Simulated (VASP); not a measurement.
# P (Pm-3m) in VASP: a series of runs, part 2 of 2

VASP 6.6.1.

## 5. Single point, LDA

This run uses another cell than the first one, of 14.29 Å³/atom, 1.020 times its volume.

Contents of INCAR:

```
PREC = Accurate
ENCUT = 520
EDIFF = 1E-6
ISMEAR = 0
SIGMA = 0.05
LREAL = F
LASPH = T
NELM = 80
ALGO = Normal
ISIF = 2
LWAVE = F
LCHARG = F
NBANDS = 8
```

Contents of KPOINTS:

```
regular mesh
0
Gamma
  10 10 10
```

Contents of POSCAR:

```
P
1.0
    2.4267195046      0.0000000000      0.0000000000
    0.0000000000      2.4267195046      0.0000000000
    0.0000000000      0.0000000000      2.4267195046
P
1
Direct
    0.0000000000      0.0000000000      0.0000000000
```

Potentials or basis: VASP PAW LDA potentials, release 64 (P).

Run with:

```sh
cat potpaw_LDA.64/P/POTCAR > POTCAR
mpirun -np 1 vasp_std > vasp.out
```

OUTCAR:

```text
PREC = Accurate
   ENCUT = 520
   EDIFF = 1E-6
   ISMEAR = 0
   LREAL = F
   LASPH = T
   NELM = 80
   ISIF = 2

 ion  position               nearest neighbor table
   1  0.000  0.000  0.000-

  LATTYP: Found a simple cubic cell.
 ALAT       =     2.4267195046

  Lattice vectors:

 A1 = (   2.4267195046,   0.0000000000,   0.0000000000)
 A2 = (   0.0000000000,   2.4267195046,   0.0000000000)
 A3 = (   0.0000000000,   0.0000000000,   2.4267195046)

Analysis of symmetry for initial positions (statically):
=====================================================================
 Subroutine PRICEL returns:
 Original cell was already a primitive cell.

 Routine SETGRP: Setting up the symmetry group for a
 simple cubic supercell.

 Subroutine GETGRP returns: Found 48 space group operations
 (whereof 48 operations were pure point group operations)
 out of a pool of 48 trial point group operations.

The static configuration has the point symmetry O_h .

Analysis of symmetry for dynamics (positions and initial velocities):
=====================================================================
 Subroutine PRICEL returns:
 Original cell was already a primitive cell.

 Routine SETGRP: Setting up the symmetry group for a
 simple cubic supercell.

 Subroutine GETGRP returns: Found 48 space group operations
 (whereof 48 operations were pure point group operations)
 out of a pool of 48 trial point group operations.

The dynamic configuration has the point symmetry O_h .

 Subroutine INISYM returns: Found 48 space group operations
 (whereof 48 operations are pure point group operations),
 and found     1 'primitive' translations

----------------------------------------------------------------------------------------

                                     Primitive cell

  volume of cell :      14.2909
[... 106 lines left out ...]
     AMIX     =   0.40;   BMIX     =  1.00
     AMIX_MAG =   1.60;   BMIX_MAG =  1.00
  volume/ion in A,a.u.               =      14.29        96.44
  Fermi-wavevector in a.u.,A,eV,Ry     =   1.153573  2.179938 18.105704  1.330732
  Thomas-Fermi vector in A             =   2.290216
   LORBIT       =      0    0 simple, 1 ext, 2 COOP (PROOUT), +10 PAW based schemes
   GGA     = CA    functional components
   LHFCALC =     F    Hartree Fock is set to
   AEXX    =    0.0000 exact exchange contribution
   IVDW    =     0    specifies the selected vdW correction
   LEPSILON=     F    determine dielectric tensor
   LRPA    =     F    only Hartree local field effects (RPA)
 non-spin polarized calculation
 Gauss-broadening in eV      SIGMA  =   0.05
  energy-cutoff  :      520.00
  volume of cell :       14.29
 maximum number of plane-waves:       402
   NGX =  9   NGY =  9   NGZ =  9

 number of electron       4.9999998 magnetization

 Free energy of the ion-electron system (eV)
  ---------------------------------------------------
  ext. energy  EPLUGINS =         0.00000000
  ---------------------------------------------------
  free energy    TOTEN  =        -6.06696188 eV

  energy without entropy =       -6.06628336  energy(sigma->0) =       -6.06662262

 E-fermi :  10.0032     XC(G=0): -11.4709

 val. band max:        9.9492186349   @ k =   0.2000   0.2000   0.0000
 cond. band min:      10.0236192332   @ k =   0.2000   0.2000   0.1000
 fundamental gap:      0.0744005983
 Fermi energy:        10.0031924388

 k-point     1 :       0.0000    0.0000    0.0000
  band No.  band energies     occupation
      1      -6.7877      2.00000
      2      14.9147      0.00000
      3      14.9147      0.00000
      4      14.9147      0.00000
      5      16.6847      0.00000
      6      16.6847      0.00000
      7      24.1294      0.00000
      8      34.4658      0.00000
[... 243 lines left out ...]
 k-point    24 :       0.3000    0.1000    0.1000
  band No.  band energies     occupation
      1      -4.2994      2.00000
      2       5.5526      2.00000
      3      13.2478      0.00000
      4      14.8770      0.00000
      5      22.1270      0.00000
      6      23.8369      0.00000
      7      25.0349      0.00000
      8      26.8010      0.00000

 [... further k-points ...]

------------------------ aborting loop because EDIFF is reached ----------------------------------------

  FORCE on cell =-STRESS in cart. coord.  units (eV):
  Direction    XX          YY          ZZ          XY          YZ          ZX
  --------------------------------------------------------------------------------------
  -------------------------------------------------------------------------------------
  Total       -0.2428666     -0.2428666     -0.2428666      0.0000000      0.0000000     -0.0000000
  in kB      -27.2282439    -27.2282439    -27.2282439      0.0000000      0.0000000     -0.0000000
  external PRESSURE =     -27.2282439 kB  Pullay stress =       0.0000000 kB

 VOLUME and BASIS-vectors are now :
 -----------------------------------------------------------------------------
  energy-cutoff  :      520.00
  volume of cell :       14.29
      direct lattice vectors                 reciprocal lattice vectors
     2.426719505  0.000000000  0.000000000     0.412078940  0.000000000  0.000000000
     0.000000000  2.426719505  0.000000000     0.000000000  0.412078940  0.000000000
     0.000000000  0.000000000  2.426719505     0.000000000  0.000000000  0.412078940

 POSITION                                       TOTAL-FORCE (eV/Angst)
 -----------------------------------------------------------------------------------
      0.00000      0.00000      0.00000         0.000000      0.000000      0.000000
 -----------------------------------------------------------------------------------
    total drift:                                0.000000      0.000000      0.000000

  FREE ENERGIE OF THE ION-ELECTRON SYSTEM (eV)
  ---------------------------------------------------
  free  energy   TOTEN  =        -6.0669618796 eV

  energy  without entropy=       -6.0662833574  energy(sigma->0) =       -6.06662262
```

stdout:

```text
POSCAR found type information on POSCAR P
 POSCAR found :  1 types and       1 ions
 scaLAPACK will be used
 LDA part: xc-table for (Slater(with rela. corr.)+CA(PZ))
 , standard interpolation
 POSCAR, INCAR and KPOINTS ok, starting setup
 FFT: planning ... GRIDC
 FFT: planning ... GRID_SOFT
 FFT: planning ... GRID
 WAVECAR not read
 entering main loop
```

Wall time 2 s (1 thread of Intel Xeon 6975P-C (Granite Rapids), shared host); peak memory 0.1 GiB.

What came out:

| Item | Value |
| --- | --- |
| Free energy | -6.0670 eV |
| Pressure | -2.7 GPa |

Levels at points of the mesh, in eV from the Fermi level:
| k point | band 1 | band 2 | band 3 | band 4 | band 5 | band 6 | band 7 | band 8 |
| --- | --- | --- | --- | --- | --- | --- | --- | --- |
| (0.00, 0.00, 0.00) | -16.79 | 4.91 | 4.91 | 4.91 | 6.68 | 6.68 | 14.13 | 24.46 |
| (0.50, 0.00, 0.00) | -12.37 | -8.97 | 7.77 | 7.77 | 9.29 | 14.28 | 14.28 | 16.54 |
| (0.50, 0.50, 0.00) | -7.58 | -5.49 | -5.49 | 0.67 | 10.41 | 16.87 | 16.87 | 17.16 |
| (0.50, 0.50, 0.50) | -2.33 | -2.33 | -2.33 | -1.63 | 4.47 | 4.47 | 4.47 | 10.65 |

## 6. Overview

```csv
cell,k mesh,gap on the mesh (eV),pressure (GPa)
"a = 2.411 Å, 1 atom",10 × 10 × 10,none,-0.2
"a = 2.395 Å, 1 atom",11 × 11 × 11,none,2.2
"a = 2.411 Å, 1 atom",11 × 11 × 11,none,0.0
"a = 2.427 Å, 1 atom",10 × 10 × 10,none,-2.7
```

Alike in all rows: task single point; level LDA; potentials or basis VASP PAW LDA potentials, release 64 (P); no spin polarisation; cutoff (eV) 520; smearing gaussian 0.05 eV.

Absolute energies hang on the potentials; compare differences alone.
